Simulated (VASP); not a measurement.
# Pb in VASP: single point with PBE+D3(BJ)

Aim: the single point of Pb with PBE+D3(BJ).

All numbers are computed with VASP 6.6.1; they aren't measurements. Logs are shortened: lines on timing, memory, paths and dates and some standing lists are left out, and cuts for length are marked.

## (1) The cell of the first run

The cell holds a slab with vacuum, 12 atoms: a = 7.014 Å, b = 7.014 Å, c = 23.672 Å, α = 90.00°, β = 90.00°, γ = 90.00°.

## (2) Single point, PBE+D3(BJ)

File INCAR:

```
SYSTEM = Pb
ALGO = Normal ; DIPOL = 0.5 0.5 0.448
EDIFF = 1E-6 ; ENCUT = 520
GGA = PE ; IDIPOL = 3
ISIF = 2 ; ISMEAR = 0
IVDW = 12 ; LASPH = .True.
LCHARG = .False. ; LDIPOL = .True.
LREAL = .False. ; LWAVE = .False.
NBANDS = 96 ; NELM = 60
PREC = Accurate ; SIGMA = 0.1
```

File KPOINTS:

```
k-points
0
Gamma
  3 3 1
  0 0 0
```

File POSCAR:

```
Pb
1.0
    7.0141808633      0.0000000000      0.0000000000
    0.0000000000      7.0141808633      0.0000000000
    0.0000000000      0.0000000000     23.6721748529
Pb
12
Direct
    0.2500000000      0.2500000000      0.3379495146
    0.2500000000      0.7500000000      0.3379495146
    0.7500000000      0.2500000000      0.3379495146
    0.7500000000      0.7500000000      0.3379495146
    0.4992013904      0.4981116822      0.4464692346
    0.5067858872     -0.0050016737      0.4502555285
   -0.0013065846      0.4932611495      0.4506158469
    0.0057921826     -0.0036248249      0.4397239378
    0.7146716039      0.7168701567      0.5595791108
    0.8267068067      0.1763012654      0.5650480923
    0.1971209147      0.7880471694      0.5578864127
    0.2891881878      0.2675137641      0.5580290248
```

Potentials or basis: VASP PAW PBE potentials, release 64 (Pb_d).

Launch:

```sh
cat potpaw_PBE.64/Pb_d/POTCAR > POTCAR
mpirun -np 1 vasp_std > vasp.out
```

OUTCAR:

```text
SYSTEM = Pb
   EDIFF = 1E-6
   ENCUT = 520
   GGA = PE
   ISIF = 2
   ISMEAR = 0
   IVDW = 12
   LASPH = .True.
   LREAL = .False.
   NELM = 60
   PREC = Accurate
 IVDW          = 12

 ion  position               nearest neighbor table
   1  0.250  0.250  0.338-   8 3.45   3 3.51   2 3.51   2 3.51   3 3.51   5 3.56   7 3.62   6 3.68

   2  0.250  0.750  0.338-   8 3.42   4 3.51   1 3.51   1 3.51   4 3.51   5 3.57   6 3.64   7 3.67

   3  0.750  0.250  0.338-   8 3.49   4 3.51   1 3.51   4 3.51   1 3.51   5 3.57   7 3.61   6 3.63
[... 15 lines left out ...]
  11  0.197  0.788  0.558-   9 3.42  12 3.42   8 3.43   7 3.56   6 3.65   9 3.66  12 3.71  10 3.77
                             5 3.95
  12  0.289  0.268  0.558-  10 3.31  11 3.42   5 3.43   6 3.53   7 3.62  11 3.71  10 3.83   8 3.93

  LATTYP: Found a simple tetragonal cell.
 ALAT       =     7.0141808633
 C/A-ratio  =     3.3749022608

  Lattice vectors:

 A1 = (   7.0141808633,   0.0000000000,   0.0000000000)
 A2 = (   0.0000000000,   7.0141808633,   0.0000000000)
 A3 = (   0.0000000000,   0.0000000000,  23.6721748529)

Analysis of symmetry for initial positions (statically):
=====================================================================
 Subroutine PRICEL returns:
 Original cell was already a primitive cell.

 Routine SETGRP: Setting up the symmetry group for a
 simple tetragonal supercell.

 Subroutine GETGRP returns: Found  1 space group operations
 (whereof  1 operations were pure point group operations)
 out of a pool of 16 trial point group operations.

The static configuration has the point symmetry C_1 .

Analysis of symmetry for dynamics (positions and initial velocities):
=====================================================================
 Subroutine PRICEL returns:
 Original cell was already a primitive cell.

 Routine SETGRP: Setting up the symmetry group for a
 simple tetragonal supercell.

 Subroutine GETGRP returns: Found  1 space group operations
 (whereof  1 operations were pure point group operations)
 out of a pool of 16 trial point group operations.

The dynamic configuration has the point symmetry C_1 .

 Subroutine INISYM returns: Found  1 space group operations
 (whereof  1 operations are pure point group operations),
 and found     1 'primitive' translations

----------------------------------------------------------------------------------------

                                     Primitive cell

  volume of cell :    1164.6410

[... 108 lines left out ...]
     AMIX_MAG =   1.60;   BMIX_MAG =  1.00
  volume/ion in A,a.u.               =      97.05       654.95
  Fermi-wavevector in a.u.,A,eV,Ry     =   0.858580  1.622480 10.029656  0.737159
  Thomas-Fermi vector in A             =   1.975805
   LORBIT       =      0    0 simple, 1 ext, 2 COOP (PROOUT), +10 PAW based schemes
   GGA     = PE    functional components
   LHFCALC =     F    Hartree Fock is set to
   AEXX    =    0.0000 exact exchange contribution
   IVDW    =    12    specifies the selected vdW correction
   LEPSILON=     F    determine dielectric tensor
   LRPA    =     F    only Hartree local field effects (RPA)
 non-spin polarized calculation
 Gauss-broadening in eV      SIGMA  =   0.10
  energy-cutoff  :      520.00
  volume of cell :     1164.64
 maximum number of plane-waves:     31398
 NGX is ok and might be reduce to    54
   NGX = 27   NGY = 27   NGZ = 89

 dipolmoment           0.000000      0.000000      0.013591 electrons x Angstroem

 number of electron     167.9999987 magnetization

 dipolmoment           0.000000      0.000000     -0.009215 electrons x Angstroem

 Free energy of the ion-electron system (eV)
  ---------------------------------------------------
  ext. energy  EPLUGINS =         0.00000000
  ---------------------------------------------------
  free energy    TOTEN  =       -40.03171972 eV

  energy without entropy =      -39.97732592  energy(sigma->0) =      -40.00452282

 E-fermi :  -0.4162     XC(G=0):  -3.9669

 val. band max:       -0.4789144772   @ k =   0.3333   0.3333   0.0000
 cond. band min:      -0.3927962860   @ k =  -0.3333   0.3333   0.0000
 fundamental gap:      0.0861181912
 Fermi energy:        -0.4161997876

 k-point     1 :       0.0000    0.0000    0.0000
  band No.  band energies     occupation
      1     -17.5479      2.00000
      2     -17.4917      2.00000
      3     -17.4882      2.00000
      4     -17.4804      2.00000
      5     -17.4734      2.00000
      6     -17.4648      2.00000
[... 484 lines left out ...]
     95       1.9021      0.00000
     96       2.1025      0.00000

------------------------ aborting loop because EDIFF is reached ----------------------------------------

 vacuum level on the upper side and lower side of the slab       (xc-potential included)        -0.115        -0.085

 Edisp (eV)   -3.31773

 E8    (eV) :    -1.7536

  FORCE on cell =-STRESS in cart. coord.  units (eV):
  Direction    XX          YY          ZZ          XY          YZ          ZX
  --------------------------------------------------------------------------------------
  -------------------------------------------------------------------------------------
  Total      -5.34377    -5.61350    -0.97539     0.81374     0.15064    -0.09788
  in kB      -7.35134    -7.72240    -1.34183     1.11945     0.20724    -0.13465
  external pressure =       -5.47 kB  Pullay stress =        0.00 kB

 VOLUME and BASIS-vectors are now :
 -----------------------------------------------------------------------------
  energy-cutoff  :      520.00
  volume of cell :     1164.64
      direct lattice vectors                 reciprocal lattice vectors
     7.014180863  0.000000000  0.000000000     0.142568323  0.000000000  0.000000000
     0.000000000  7.014180863  0.000000000     0.000000000  0.142568323  0.000000000
     0.000000000  0.000000000 23.672174853     0.000000000  0.000000000  0.042243689

 POSITION                                       TOTAL-FORCE (eV/Angst)
 -----------------------------------------------------------------------------------
      1.75355      1.75355      8.00000         0.016358      0.039396     -0.029540
      1.75355      5.26064      8.00000         0.132187     -0.118906     -0.016862
      5.26064      1.75355      8.00000        -0.090103      0.074321      0.047683
      5.26064      5.26064      8.00000        -0.011988     -0.044190     -0.036414
      3.50149      3.49385     10.56890        -0.014980      0.006731     -0.010385
      3.55469      6.97910     10.65853         0.059907      0.036335      0.072680
      7.00502      3.45982     10.66706        -0.023878     -0.052046      0.092745
      0.04063      6.98876     10.40922        -0.070465      0.043241      0.180052
      5.01284      5.02826     13.24645         0.022335      0.025932     -0.037615
      5.79867      1.23661     13.37592         0.016828     -0.046752     -0.244190
      1.38264      5.52751     13.20638        -0.013539      0.035090     -0.019689
      2.02842      1.87639     13.20976        -0.022662      0.000847      0.001535
 -----------------------------------------------------------------------------------
    total drift:                                0.000052     -0.000036     -0.001726

  FREE ENERGIE OF THE ION-ELECTRON SYSTEM (eV)
  ---------------------------------------------------
  free  energy   TOTEN  =       -43.3494454346 eV

  energy  without entropy=      -43.2950516328  energy(sigma->0) =      -43.32224853

 vacuum level on the upper side and lower side of the slab         3.405         3.436
```

stdout:

```text
POSCAR found type information on POSCAR Pb
 POSCAR found :  1 types and      12 ions
 scaLAPACK will be used
 LDA part: xc-table for (Slater+PW92), standard interpolation
 POSCAR, INCAR and KPOINTS ok, starting setup
 FFT: planning ... GRIDC
 FFT: planning ... GRID_SOFT
 FFT: planning ... GRID
 WAVECAR not read
 entering main loop
```

Run time: 51 min. Hardware: 1 thread of Intel Xeon 8259CL, shared host; peak memory 1.1 GiB.

What came out:

| Quantity | Value |
| --- | --- |
| Free energy | -43.3494 eV |
| Largest force | 0.249 eV/Å |
| Band gap on the k mesh | zero (bands 84 and 85 overlap by 0.09 eV) |
| Dispersion energy per atom | -0.276 eV |

Forces on the atoms (eV/Å):
```
Pb   0.016  0.039 -0.030
Pb   0.132 -0.119 -0.017
Pb  -0.090  0.074  0.048
Pb  -0.012 -0.044 -0.036
Pb  -0.015  0.007 -0.010
Pb   0.060  0.036  0.073
Pb  -0.024 -0.052  0.093
Pb  -0.070  0.043  0.180
Pb   0.022  0.026 -0.038
Pb   0.017 -0.047 -0.244
Pb  -0.014  0.035 -0.020
Pb  -0.023  0.001  0.002
```

Caveat: spin-orbit coupling is left out, which moves the levels of the heavy elements.

The gap in the log of VASP goes by the Fermi energy; the results here count the filled bands.